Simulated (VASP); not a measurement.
# Mg (Fm-3m) in VASP: notebook, part 3 of 3

VASP 6.6.1. The steps go on from the part before.

### Step 5. Single point, PBE (volume scaled by 0.96)

The input, INCAR:

```
SYSTEM = Mg
PREC = Accurate ; ENCUT = 520
EDIFF = 1E-6 ; ISMEAR = -1
SIGMA = 0.03 ; LREAL = .FALSE.
LASPH = .TRUE. ; NELM = 80
ALGO = Normal ; ISIF = 2
LWAVE = .FALSE. ; LCHARG = .FALSE.
GGA = PE ; NBANDS = 7
```

The input, KPOINTS:

```
Automatic mesh
0
G
  16 16 16
  0 0 0
```

The input, POSCAR:

```
Mg
1.0
    0.0000000000      2.2139244980      2.2139244980
    2.2139244980      0.0000000000      2.2139244980
    2.2139244980      2.2139244980      0.0000000000
Mg
1
Direct
    0.0000000000      0.0000000000      0.0000000000
```

Potentials or basis: VASP PAW PBE potentials, release 64 (Mg).

Command:

```bash
$ cat potpaw_PBE.64/Mg/POTCAR > POTCAR
$ mpirun -np 1 vasp_std > vasp.out
```

OUTCAR:

```text
SYSTEM = Mg
   PREC = Accurate
   ENCUT = 520
   EDIFF = 1E-6
   ISMEAR = -1
   LREAL = .FALSE.
   LASPH = .TRUE.
   NELM = 80
   ISIF = 2
   GGA = PE

 ion  position               nearest neighbor table
   1  0.000  0.000  0.000-

  LATTYP: Found a face centered cubic cell.
 ALAT       =     4.4278489960

  Lattice vectors:

 A1 = (   0.0000000000,   2.2139244980,   2.2139244980)
 A2 = (   2.2139244980,   0.0000000000,   2.2139244980)
 A3 = (   2.2139244980,   2.2139244980,   0.0000000000)

Analysis of symmetry for initial positions (statically):
=====================================================================
 Subroutine PRICEL returns:
 Original cell was already a primitive cell.

 Routine SETGRP: Setting up the symmetry group for a
 face centered cubic supercell.

 Subroutine GETGRP returns: Found 48 space group operations
 (whereof 48 operations were pure point group operations)
 out of a pool of 48 trial point group operations.

The static configuration has the point symmetry O_h .

Analysis of symmetry for dynamics (positions and initial velocities):
=====================================================================
 Subroutine PRICEL returns:
 Original cell was already a primitive cell.

 Routine SETGRP: Setting up the symmetry group for a
 face centered cubic supercell.

 Subroutine GETGRP returns: Found 48 space group operations
 (whereof 48 operations were pure point group operations)
 out of a pool of 48 trial point group operations.

The dynamic configuration has the point symmetry O_h .

 Subroutine INISYM returns: Found 48 space group operations
 (whereof 48 operations are pure point group operations),
 and found     1 'primitive' translations

----------------------------------------------------------------------------------------

                                     Primitive cell

  volume of cell :      21.7029

  direct lattice vectors                    reciprocal lattice vectors
     0.000000000  2.213924498  2.213924498    -0.225843293  0.225843293  0.225843293
     2.213924498  0.000000000  2.213924498     0.225843293 -0.225843293  0.225843293
     2.213924498  2.213924498  0.000000000     0.225843293  0.225843293 -0.225843293

  length of vectors
     3.130962051  3.130962051  3.130962051     0.391172059  0.391172059  0.391172059

  position of ions in fractional coordinates (direct lattice)
     0.000000000  0.000000000  0.000000000

  ion indices of the primitive-cell ions
   primitive index   ion index
                 1           1

----------------------------------------------------------------------------------------

 KPOINTS: Automatic mesh

Automatic generation of k-mesh.
 Grid dimensions read from file:
 generate k-points for:   16   16   16

 Generating k-lattice:

  Cartesian coordinates                     Fractional coordinates (reciprocal lattice)
    -0.014115206  0.014115206  0.014115206     0.062500000  0.000000000  0.000000000
     0.014115206 -0.014115206  0.014115206     0.000000000  0.062500000  0.000000000
     0.014115206  0.014115206 -0.014115206     0.000000000  0.000000000  0.062500000

  Length of vectors
     0.024448254  0.024448254  0.024448254

  Shift w.r.t. Gamma in fractional coordinates (k-lattice)
     0.000000000  0.000000000  0.000000000

 Subroutine IBZKPT returns following result:
 ===========================================

 Found    145 irreducible k-points:

 Following reciprocal coordinates:
            Coordinates               Weight
  0.000000  0.000000  0.000000      1.000000
  0.062500  0.000000  0.000000      8.000000
  0.125000  0.000000  0.000000      8.000000
  0.187500  0.000000  0.000000      8.000000
  0.250000  0.000000  0.000000      8.000000
  0.312500  0.000000  0.000000      8.000000
[... 16 lines left out ...]
 -0.125000  0.062500  0.000000     24.000000
 -0.062500  0.062500  0.000000     12.000000
 [... further k-points ...]
   k-points           NKPTS =    145   k-points in BZ     NKDIM =    145   number of bands    NBANDS=      7
   number of dos      NEDOS =    301   number of ions     NIONS =      1
   total plane-waves  NPLWV =  13824
   dimension x,y,z NGX =    24 NGY =   24 NGZ =   24
   dimension x,y,z NGXF=    48 NGYF=   48 NGZF=   48
   ions per type =               1
   NGX,Y,Z   is equivalent  to a cutoff of  12.74, 12.74, 12.74 a.u.
   NGXF,Y,Z  is equivalent  to a cutoff of  25.49, 25.49, 25.49 a.u.
 SYSTEM =  Mg
   PREC   = accura    normal or accurate (medium, high low for compatibility)
   ISTART =      0    job   : 0-new  1-cont  2-samecut
   ICHARG =      2    charge: 1-file 2-atom 10-const
   ISPIN  =      1    spin polarized calculation?
   LNONCOLLINEAR =      F non collinear calculations
   LSORBIT =      F    spin-orbit coupling
   LASPH  =      T    aspherical Exc in radial PAW
   ENCUT  =  520.0 eV  38.22 Ry    6.18 a.u.   5.82  5.82  5.82*2*pi/ulx,y,z
   NELM   =     80;   NELMIN=  2; NELMDL= -5     # of ELM steps
   EDIFF  = 0.1E-05   stopping-criterion for ELM
   LREAL  =      F    real-space projection
   EDIFFG = 0.1E-04   stopping-criterion for IOM
   NSW    =      0    number of steps for IOM
   IBRION =     -1    ionic relax: 0-MD 1-quasi-New 2-CG
   NFREE  =      0    steps in history (QN), initial steepest desc. (CG)
   ISIF   =      2    stress and relaxation
   ISYM   =      2    0-nonsym 1-usesym 2-fastsym
   POTIM  = 0.5000    time-step for ionic-motion
   TEBEG  =    0.0;   TEEND  =   0.0 temperature during run
   PSTRESS=    0.0 pullay stress
   NELECT =       2.0000    total number of electrons
   NUPDOWN=      -1.0000    fix difference up-down
   EMIN   =  10.00;   EMAX   =-10.00  energy-range for DOS
   EFERMI =   0.00;   METHOD = LEGACY
   ISMEAR =    -1;   SIGMA  =   0.03  broadening in eV -4-tet -1-fermi 0-gaus
   EFERMI_NEDOS =   21; number of points for ismear=-14 and -15
   IALGO  =     38    algorithm
   IMIX   =      4    mixing-type and parameters
     AMIX     =   0.40;   BMIX     =  1.00
     AMIX_MAG =   1.60;   BMIX_MAG =  1.00
  volume/ion in A,a.u.               =      21.70       146.46
  Fermi-wavevector in a.u.,A,eV,Ry     =   0.739455  1.397368  7.439589  0.546794
  Thomas-Fermi vector in A             =   1.833622
   LORBIT       =      0    0 simple, 1 ext, 2 COOP (PROOUT), +10 PAW based schemes
   GGA     = PE    functional components
[... 5 lines left out ...]
 non-spin polarized calculation
  energy-cutoff  :      520.00
  volume of cell :       21.70
 maximum number of plane-waves:       604
   NGX = 11   NGY = 11   NGZ = 11

 number of electron       2.0000000 magnetization

 Free energy of the ion-electron system (eV)
  ---------------------------------------------------
  ext. energy  EPLUGINS =         0.00000000
  ---------------------------------------------------
  free energy    TOTEN  =        -1.48262713 eV

  energy without entropy =       -1.48057916  energy(sigma->0) =       -1.48160315

 E-fermi :   2.9049     XC(G=0):  -8.6672

 val. band max:        2.9009155532   @ k =  -0.3750   0.4375   0.1250
 cond. band min:       2.9255410756   @ k =  -0.3125   0.3750   0.1250
 fundamental gap:      0.0246255224
 Fermi energy:         2.9049214724

 k-point     1 :       0.0000    0.0000    0.0000
  band No.  band energies     occupation
      1      -4.2447      2.00000
      2      15.6341      0.00000
      3      15.6341      0.00000
      4      15.6341      0.00000
      5      17.8696      0.00000
      6      17.8696      0.00000
      7      17.8696      0.00000

 k-point     2 :       0.0625    0.0000    0.0000
  band No.  band energies     occupation
      1      -4.1545      2.00000
      2      14.2251      0.00000
      3      15.4457      0.00000
      4      15.4457      0.00000
      5      17.8029      0.00000
      6      18.2082      0.00000
      7      18.2082      0.00000
[... 201 lines left out ...]
 k-point    23 :      -0.1250    0.0625    0.0000
  band No.  band energies     occupation
      1      -3.6748      2.00000
      2      11.4144      0.00000
      3      13.4319      0.00000
      4      15.8949      0.00000
      5      18.0299      0.00000
      6      18.4605      0.00000
      7      18.8170      0.00000

 k-point    24 :      -0.0625    0.0625    0.0000
  band No.  band energies     occupation
      1      -4.0043      2.00000
      2      13.2666      0.00000
      3      14.1568      0.00000
      4      15.8679      0.00000
      5      18.0296      0.00000
      6      18.1356      0.00000
      7      18.7583      0.00000

 [... further k-points ...]

------------------------ aborting loop because EDIFF is reached ----------------------------------------

  FORCE on cell =-STRESS in cart. coord.  units (eV):
  Direction    XX          YY          ZZ          XY          YZ          ZX
  --------------------------------------------------------------------------------------
  -------------------------------------------------------------------------------------
  Total        0.3291346      0.3291346      0.3291346      0.0000000     -0.0000000      0.0000000
  in kB       24.2977310     24.2977310     24.2977310      0.0000000     -0.0000000      0.0000000
  external PRESSURE =      24.2977310 kB  Pullay stress =       0.0000000 kB

 VOLUME and BASIS-vectors are now :
 -----------------------------------------------------------------------------
  energy-cutoff  :      520.00
  volume of cell :       21.70
      direct lattice vectors                 reciprocal lattice vectors
     0.000000000  2.213924498  2.213924498    -0.225843293  0.225843293  0.225843293
     2.213924498  0.000000000  2.213924498     0.225843293 -0.225843293  0.225843293
     2.213924498  2.213924498  0.000000000     0.225843293  0.225843293 -0.225843293

 POSITION                                       TOTAL-FORCE (eV/Angst)
 -----------------------------------------------------------------------------------
      0.00000      0.00000      0.00000         0.000000      0.000000      0.000000
 -----------------------------------------------------------------------------------
    total drift:                                0.000000     -0.000000     -0.000000

  FREE ENERGIE OF THE ION-ELECTRON SYSTEM (eV)
  ---------------------------------------------------
  free  energy   TOTEN  =        -1.4826271349 eV

  energy  without entropy=       -1.4805791609  energy(sigma->0) =       -1.48160315
```

Run time: 5.1 s. Hardware: 1 thread of Intel Xeon 6975P-C (Granite Rapids), shared host; peak memory 0.15 GiB.

Results:

| Property | Result |
| --- | --- |
| Free energy | -1.4826 eV |
| Pressure | 2.4 GPa |
| Band gap on the k mesh | zero (band 1 reaches 4.40 eV, above the bottom of band 2 at 1.64 eV) |

### Step 6. Single point, PBE (volume scaled by 1.01)

The input, INCAR:

```
SYSTEM = Mg
ALGO = Normal
EDIFF = 1E-6
ENCUT = 520
GGA = PE
ISIF = 2
ISMEAR = -1
LASPH = .True.
LCHARG = .False.
LREAL = .False.
LWAVE = .False.
NBANDS = 7
NELM = 60
PREC = Accurate
SIGMA = 0.03
```

The input, KPOINTS:

```
k-points
0
Gamma
  16 16 16
  0 0 0
```

The input, POSCAR:

```
Mg
1.0
    0.0000000000      2.2517120548      2.2517120548
    2.2517120548      0.0000000000      2.2517120548
    2.2517120548      2.2517120548      0.0000000000
Mg
1
Direct
    0.0000000000      0.0000000000      0.0000000000
```

Potentials or basis: VASP PAW PBE potentials, release 64 (Mg).

Command:

```bash
$ cat potpaw_PBE.64/Mg/POTCAR > POTCAR
$ mpirun -np 1 vasp_std > vasp.out
```

OUTCAR:

```text
SYSTEM = Mg
   EDIFF = 1E-6
   ENCUT = 520
   GGA = PE
   ISIF = 2
   ISMEAR = -1
   LASPH = .True.
   LREAL = .False.
   NELM = 60
   PREC = Accurate

 ion  position               nearest neighbor table
   1  0.000  0.000  0.000-

  LATTYP: Found a face centered cubic cell.
 ALAT       =     4.5034241096

  Lattice vectors:

 A1 = (   0.0000000000,   2.2517120548,   2.2517120548)
 A2 = (   2.2517120548,   0.0000000000,   2.2517120548)
[... 418 lines left out ...]
      7      17.9619      0.00000

 [... further k-points ...]

------------------------ aborting loop because EDIFF is reached ----------------------------------------

  FORCE on cell =-STRESS in cart. coord.  units (eV):
  Direction    XX          YY          ZZ          XY          YZ          ZX
  --------------------------------------------------------------------------------------
  -------------------------------------------------------------------------------------
  Total        0.0494891      0.0494891      0.0494891      0.0000000      0.0000000     -0.0000000
  in kB        3.4725737      3.4725737      3.4725737      0.0000000      0.0000000     -0.0000000
  external PRESSURE =       3.4725737 kB  Pullay stress =       0.0000000 kB

 VOLUME and BASIS-vectors are now :
 -----------------------------------------------------------------------------
  energy-cutoff  :      520.00
  volume of cell :       22.83
      direct lattice vectors                 reciprocal lattice vectors
     0.000000000  2.251712055  2.251712055    -0.222053259  0.222053259  0.222053259
     2.251712055  0.000000000  2.251712055     0.222053259 -0.222053259  0.222053259
     2.251712055  2.251712055  0.000000000     0.222053259  0.222053259 -0.222053259

 POSITION                                       TOTAL-FORCE (eV/Angst)
 -----------------------------------------------------------------------------------
      0.00000      0.00000      0.00000         0.000000      0.000000      0.000000
 -----------------------------------------------------------------------------------
    total drift:                                0.000000     -0.000000     -0.000000

  FREE ENERGIE OF THE ION-ELECTRON SYSTEM (eV)
  ---------------------------------------------------
  free  energy   TOTEN  =        -1.4921357415 eV

  energy  without entropy=       -1.4902923952  energy(sigma->0) =       -1.49121407
```

stdout:

```text
POSCAR found type information on POSCAR Mg
 POSCAR found :  1 types and       1 ions
 scaLAPACK will be used
 LDA part: xc-table for (Slater+PW92), standard interpolation
 POSCAR, INCAR and KPOINTS ok, starting setup
 FFT: planning ... GRIDC
 FFT: planning ... GRID_SOFT
 FFT: planning ... GRID
 WAVECAR not read
 entering main loop
```

It took 4.9 s on 1 thread of Intel Xeon 6975P-C (Granite Rapids), shared host; peak memory 0.14 GiB.

Results:

| Property | Result |
| --- | --- |
| Free energy | -1.4921 eV |
| Pressure | 0.3 GPa |
| Band gap on the k mesh | zero (band 1 reaches 4.10 eV, above the bottom of band 2 at 1.36 eV) |

Levels at points of the mesh, in eV from the Fermi level:
| k point | band 1 | band 2 | band 3 | band 4 | band 5 | band 6 |
| --- | --- | --- | --- | --- | --- | --- |
| (0.00, 0.00, 0.00) | -6.93 | 12.41 | 12.41 | 12.41 | 14.37 | 14.37 |
| (0.50, 0.00, 0.00) | -1.70 | -1.27 | 11.31 | 11.31 | 12.16 | 12.16 |
| (0.50, 0.50, 0.00) | -0.21 | 0.82 | 6.12 | 6.99 | 6.99 | 9.85 |

### Step 7. Summary

```tsv
cell	gap on the mesh (eV)	pressure (GPa)
a = 3.109 Å, angles 60.0°, 1 atom	none	3.4
a = 3.110 Å, angles 60.0°, 1 atom	none	3.4
a = 3.153 Å, angles 60.0°, 1 atom	none	1.5
a = 3.131 Å, angles 60.0°, 1 atom	none	2.4
a = 3.184 Å, angles 60.0°, 1 atom	none	0.3
```

Alike in all rows: task single point; level PBE; potentials or basis VASP PAW PBE potentials, release 64 (Mg); no spin polarisation; k mesh 16 × 16 × 16; cutoff (eV) 520; smearing fermi-dirac 0.03 eV.

Total energies depend on the potentials used, so only differences within one code and one set of settings carry meaning.
